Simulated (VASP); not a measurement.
# CuF (P6_3/mmc) in VASP: settings compared

The runs below take CuF through single point, with PBE, r2SCAN.

Everything below comes from runs of VASP 6.6.1. Logs are shortened: lines on timing, memory, paths and dates and some standing lists are left out, and cuts for length are marked.

**1. The cell of the first run**

It takes space group P6_3/mmc (No. 194, hexagonal). The conventional cell has a = 3.571 Å, b = 3.571 Å, c = 5.570 Å, α = 90.00°, β = 90.00°, γ = 120.00°. Within 2.8 Å of Cu (site symmetry -6m2) lie 5 F at 2.06 to 2.78 Å. F (site symmetry -6m2) has 5 Cu at 2.06 to 2.78 Å within 2.8 Å.

**2. Single point, PBE (15.38 Å³/atom)**

File INCAR:

```
  PREC = Accurate
  ENCUT = 820
  EDIFF = 1E-6
  ISMEAR = -1
  SIGMA = 0.02
  LREAL = False
  LASPH = True
  NELM = 120
  ALGO = Normal
  ISIF = 2
  LWAVE = False
  LCHARG = True
  GGA = PE
  LELF = True
  LVHAR = True
  NBANDS = 34
  GGA_COMPAT = False
```

File KPOINTS:

```
Automatic mesh
0
Gamma
  9 9 4
```

File POSCAR:

```
CuF
1.0
    3.5708257896      0.0000000000      0.0000000000
   -1.7854128948      3.0924258462      0.0000000000
    0.0000000000      0.0000000000      5.5699291483
Cu F
2 2
Direct
    0.3333333333      0.6666666667      0.2500000000
    0.6666666667      0.3333333333      0.7500000000
    0.6666666667      0.3333333333      0.2500000000
    0.3333333333      0.6666666667      0.7500000000
```

Potentials or basis: VASP PAW PBE potentials, release 64 (Cu_sv_GW, F).

Started as:

```bash
$ cat potpaw_PBE.64/Cu_sv_GW/POTCAR potpaw_PBE.64/F/POTCAR > POTCAR
$ mpirun -np 1 vasp_std > vasp.out
```

OUTCAR:

```text
PREC = Accurate
   ENCUT = 820
   EDIFF = 1E-6
   ISMEAR = -1
   LREAL = False
   LASPH = True
   NELM = 120
   ISIF = 2
   GGA = PE

 ion  position               nearest neighbor table
   1  0.333  0.667  0.250-   3 2.06   3 2.06   3 2.06
   2  0.667  0.333  0.750-   4 2.06   4 2.06   4 2.06
   3  0.667  0.333  0.250-   1 2.06   1 2.06   1 2.06
   4  0.333  0.667  0.750-   2 2.06   2 2.06   2 2.06

  LATTYP: Found a hexagonal cell.
 ALAT       =     3.5708257896
 C/A-ratio  =     1.5598434302

  Lattice vectors:

 A1 = (   3.5708257896,   0.0000000000,   0.0000000000)
 A2 = (  -1.7854128948,   3.0924258462,   0.0000000000)
 A3 = (   0.0000000000,   0.0000000000,   5.5699291483)

Analysis of symmetry for initial positions (statically):
=====================================================================
 Subroutine PRICEL returns:
 Original cell was already a primitive cell.

 Routine SETGRP: Setting up the symmetry group for a
 hexagonal supercell.

 Subroutine GETGRP returns: Found 24 space group operations
 (whereof 12 operations were pure point group operations)
 out of a pool of 24 trial point group operations.

The static configuration has the point symmetry D_3d.
 The point group associated with its full space group is D_6h.

Analysis of symmetry for dynamics (positions and initial velocities):
=====================================================================
 Subroutine PRICEL returns:
 Original cell was already a primitive cell.

 Routine SETGRP: Setting up the symmetry group for a
 hexagonal supercell.

 Subroutine GETGRP returns: Found 24 space group operations
 (whereof 12 operations were pure point group operations)
 out of a pool of 24 trial point group operations.

The dynamic configuration has the point symmetry D_3d.
 The point group associated with its full space group is D_6h.

 Subroutine INISYM returns: Found 24 space group operations
 (whereof 12 operations are pure point group operations),
 and found     1 'primitive' translations

----------------------------------------------------------------------------------------

                                     Primitive cell

  volume of cell :      61.5060

  direct lattice vectors                    reciprocal lattice vectors
     3.570825790  0.000000000  0.000000000     0.280047266  0.161685364  0.000000000
    -1.785412895  3.092425846  0.000000000     0.000000000  0.323370729  0.000000000
     0.000000000  0.000000000  5.569929148     0.000000000  0.000000000  0.179535497

  length of vectors
     3.570825790  3.570825790  5.569929148     0.323370729  0.323370729  0.179535497

  position of ions in fractional coordinates (direct lattice)
     0.333333333  0.666666667  0.250000000
     0.666666667  0.333333333  0.750000000
     0.666666667  0.333333333  0.250000000
     0.333333333  0.666666667  0.750000000

  ion indices of the primitive-cell ions
   primitive index   ion index
                 1           1
                 2           2
                 3           3
                 4           4

----------------------------------------------------------------------------------------

 KPOINTS: Automatic mesh

Automatic generation of k-mesh.
 Grid dimensions read from file:
 generate k-points for:    9    9    4

 Generating k-lattice:

  Cartesian coordinates                     Fractional coordinates (reciprocal lattice)
     0.031116363  0.017965040  0.000000000     0.111111111 -0.000000000  0.000000000
     0.000000000  0.035930081  0.000000000     0.000000000  0.111111111  0.000000000
     0.000000000  0.000000000  0.044883874     0.000000000  0.000000000  0.250000000

  Length of vectors
     0.035930081  0.035930081  0.044883874

  Shift w.r.t. Gamma in fractional coordinates (k-lattice)
     0.000000000  0.000000000  0.000000000

 Subroutine IBZKPT returns following result:
 ===========================================

 Found     36 irreducible k-points:

 Following reciprocal coordinates:
            Coordinates               Weight
  0.000000  0.000000  0.000000      1.000000
  0.111111  0.000000  0.000000      6.000000
  0.222222 -0.000000  0.000000      6.000000
  0.333333 -0.000000  0.000000      6.000000
  0.444444 -0.000000  0.000000      6.000000
  0.111111  0.111111  0.000000      6.000000
[... 16 lines left out ...]
  0.333333  0.222222  0.250000     24.000000
  0.333333  0.333333  0.250000      4.000000
 [... further k-points ...]
   k-points           NKPTS =     36   k-points in BZ     NKDIM =     36   number of bands    NBANDS=     34
   number of dos      NEDOS =    301   number of ions     NIONS =      4
   total plane-waves  NPLWV =  69984
   dimension x,y,z NGX =    36 NGY =   36 NGZ =   54
   dimension x,y,z NGXF=    72 NGYF=   72 NGZF=  108
   ions per type =               2   2
   NGX,Y,Z   is equivalent  to a cutoff of  16.76, 16.76, 16.12 a.u.
   NGXF,Y,Z  is equivalent  to a cutoff of  33.52, 33.52, 32.23 a.u.
 SYSTEM =  unknown system
   PREC   = accura    normal or accurate (medium, high low for compatibility)
   ISTART =      0    job   : 0-new  1-cont  2-samecut
   ICHARG =      2    charge: 1-file 2-atom 10-const
   ISPIN  =      1    spin polarized calculation?
   LNONCOLLINEAR =      F non collinear calculations
   LSORBIT =      F    spin-orbit coupling
   LASPH  =      T    aspherical Exc in radial PAW
   ENCUT  =  820.0 eV  60.27 Ry    7.76 a.u.   8.34  8.34 13.01*2*pi/ulx,y,z
   NELM   =    120;   NELMIN=  2; NELMDL= -5     # of ELM steps
   EDIFF  = 0.1E-05   stopping-criterion for ELM
   LREAL  =      F    real-space projection
   EDIFFG = 0.1E-04   stopping-criterion for IOM
   NSW    =      0    number of steps for IOM
   IBRION =     -1    ionic relax: 0-MD 1-quasi-New 2-CG
   NFREE  =      0    steps in history (QN), initial steepest desc. (CG)
   ISIF   =      2    stress and relaxation
   ISYM   =      2    0-nonsym 1-usesym 2-fastsym
   POTIM  = 0.5000    time-step for ionic-motion
   TEBEG  =    0.0;   TEEND  =   0.0 temperature during run
   PSTRESS=    0.0 pullay stress
   NELECT =      52.0000    total number of electrons
   NUPDOWN=      -1.0000    fix difference up-down
   EMIN   =  10.00;   EMAX   =-10.00  energy-range for DOS
   EFERMI =   0.00;   METHOD = LEGACY
   ISMEAR =    -1;   SIGMA  =   0.02  broadening in eV -4-tet -1-fermi 0-gaus
   EFERMI_NEDOS =   21; number of points for ismear=-14 and -15
   IALGO  =     38    algorithm
   IMIX   =      4    mixing-type and parameters
     AMIX     =   0.40;   BMIX     =  1.00
     AMIX_MAG =   1.60;   BMIX_MAG =  1.00
  volume/ion in A,a.u.               =      15.38       103.77
  Fermi-wavevector in a.u.,A,eV,Ry     =   1.547997  2.925290 32.603562  2.396294
  Thomas-Fermi vector in A             =   2.653010
   LORBIT       =      0    0 simple, 1 ext, 2 COOP (PROOUT), +10 PAW based schemes
   GGA     = PE    functional components
   LHFCALC =     F    Hartree Fock is set to
   AEXX    =    0.0000 exact exchange contribution
   IVDW    =     0    specifies the selected vdW correction
   LEPSILON=     F    determine dielectric tensor
   LRPA    =     F    only Hartree local field effects (RPA)
 non-spin polarized calculation
  energy-cutoff  :      820.00
  volume of cell :       61.51
 maximum number of plane-waves:      3333
 NGX is ok and might be reduce to    36
   NGX = 17   NGY = 17   NGZ = 27

 number of electron      51.9999987 magnetization

 Free energy of the ion-electron system (eV)
  ---------------------------------------------------
  ext. energy  EPLUGINS =         0.00000000
  ---------------------------------------------------
  free energy    TOTEN  =       -14.37312579 eV

  energy without entropy =      -14.36875779  energy(sigma->0) =      -14.37094179

 E-fermi :   2.2655     XC(G=0):  -9.6045

 val. band max:        2.2583371024   @ k =   0.1111   0.0000   0.2500
 cond. band min:       2.2732519697   @ k =   0.0000   0.0000   0.0000
 fundamental gap:      0.0149148672
 Fermi energy:         2.2655218789

 k-point     1 :       0.0000    0.0000    0.0000
  band No.  band energies     occupation
      1    -108.4408      2.00000
      2    -108.4407      2.00000
      3     -65.9550      2.00000
      4     -65.9529      2.00000
      5     -65.8417      2.00000
      6     -65.8417      2.00000
[... 26 lines left out ...]
     33      13.8918      0.00000
     34      15.9455      0.00000

 k-point     2 :       0.1111    0.0000    0.0000
  band No.  band energies     occupation
      1    -108.4407      2.00000
      2    -108.4406      2.00000
      3     -65.9549      2.00000
      4     -65.9528      2.00000
      5     -65.8418      2.00000
      6     -65.8417      2.00000
[... 26 lines left out ...]
     33      14.4532      0.00000
     34      14.9206      0.00000

 k-point     3 :       0.2222   -0.0000    0.0000
  band No.  band energies     occupation
      1    -108.4406      2.00000
      2    -108.4405      2.00000
      3     -65.9546      2.00000
      4     -65.9529      2.00000
      5     -65.8421      2.00000
      6     -65.8417      2.00000
[... 26 lines left out ...]
     33      13.2026      0.00000
     34      15.3365      0.00000

 k-point     4 :       0.3333   -0.0000    0.0000
  band No.  band energies     occupation
      1    -108.4406      2.00000
      2    -108.4405      2.00000
      3     -65.9543      2.00000
      4     -65.9530      2.00000
      5     -65.8424      2.00000
      6     -65.8421      2.00000
[... 26 lines left out ...]
     33      12.7740      0.00000
     34      16.1585      0.00000

 k-point     5 :       0.4444   -0.0000    0.0000
  band No.  band energies     occupation
      1    -108.4406      2.00000
      2    -108.4405      2.00000
      3     -65.9540      2.00000
      4     -65.9531      2.00000
      5     -65.8428      2.00000
      6     -65.8425      2.00000
[... 621 lines left out ...]
 k-point    22 :       0.2222    0.2222    0.2500
  band No.  band energies     occupation
      1    -108.4406      2.00000
      2    -108.4406      2.00000
      3     -65.9541      2.00000
      4     -65.9534      2.00000
      5     -65.8424      2.00000
      6     -65.8423      2.00000
[... 26 lines left out ...]
     33      12.1274      0.00000
     34      14.7410      0.00000

 k-point    23 :       0.3333    0.2222    0.2500
  band No.  band energies     occupation
      1    -108.4406      2.00000
      2    -108.4406      2.00000
      3     -65.9538      2.00000
      4     -65.9535      2.00000
      5     -65.8426      2.00000
      6     -65.8425      2.00000
[... 26 lines left out ...]
     33      12.5169      0.00000
     34      13.7193      0.00000

 k-point    24 :       0.3333    0.3333    0.2500
  band No.  band energies     occupation
      1    -108.4406      2.00000
      2    -108.4406      2.00000
      3     -65.9537      2.00000
      4     -65.9537      2.00000
      5     -65.8425      2.00000
      6     -65.8425      2.00000
[... 26 lines left out ...]
     33      13.4680      0.00000
     34      13.8000      0.00000

 [... further k-points ...]

------------------------ aborting loop because EDIFF is reached ----------------------------------------

  FORCE on cell =-STRESS in cart. coord.  units (eV):
  Direction    XX          YY          ZZ          XY          YZ          ZX
  --------------------------------------------------------------------------------------
  -------------------------------------------------------------------------------------
  Total       -0.9952745     -0.9952745     -0.5016609      0.0000000     -0.0000000      0.0000000
  in kB      -25.9260199    -25.9260199    -13.0678214      0.0000000     -0.0000000      0.0000000
  external PRESSURE =     -21.6399538 kB  Pullay stress =       0.0000000 kB

 VOLUME and BASIS-vectors are now :
 -----------------------------------------------------------------------------
  energy-cutoff  :      820.00
  volume of cell :       61.51
      direct lattice vectors                 reciprocal lattice vectors
     3.570825790  0.000000000  0.000000000     0.280047266  0.161685364  0.000000000
    -1.785412895  3.092425846  0.000000000     0.000000000  0.323370729  0.000000000
     0.000000000  0.000000000  5.569929148     0.000000000  0.000000000  0.179535497

 POSITION                                       TOTAL-FORCE (eV/Angst)
 -----------------------------------------------------------------------------------
     -0.00000      2.06162      1.39248         0.000000      0.000000      0.000000
      1.78541      1.03081      4.17745        -0.000000     -0.000000      0.000000
      1.78541      1.03081      1.39248        -0.000000      0.000000      0.000000
     -0.00000      2.06162      4.17745         0.000000      0.000000      0.000000
 -----------------------------------------------------------------------------------
    total drift:                               -0.000001      0.000001     -0.000000

  FREE ENERGIE OF THE ION-ELECTRON SYSTEM (eV)
  ---------------------------------------------------
  free  energy   TOTEN  =       -14.3731257864 eV

  energy  without entropy=      -14.3687577939  energy(sigma->0) =      -14.37094179
```

It took 5.1 min on 1 thread of AMD EPYC 7R43 (Zen 3), shared host; peak memory 0.28 GiB.

What came out:

| Property | Result |
| --- | --- |
| Free energy | -14.3731 eV |
| Pressure | -2.2 GPa |
| Band gap on the k mesh | zero (bands 26 and 27 overlap by 0.05 eV) |

Caveat: semilocal functionals underestimate gaps, and a narrow one can read as zero.

(Part 1 of 2 ends here.)

The gap in the log of VASP goes by the Fermi energy; the results here count the filled bands.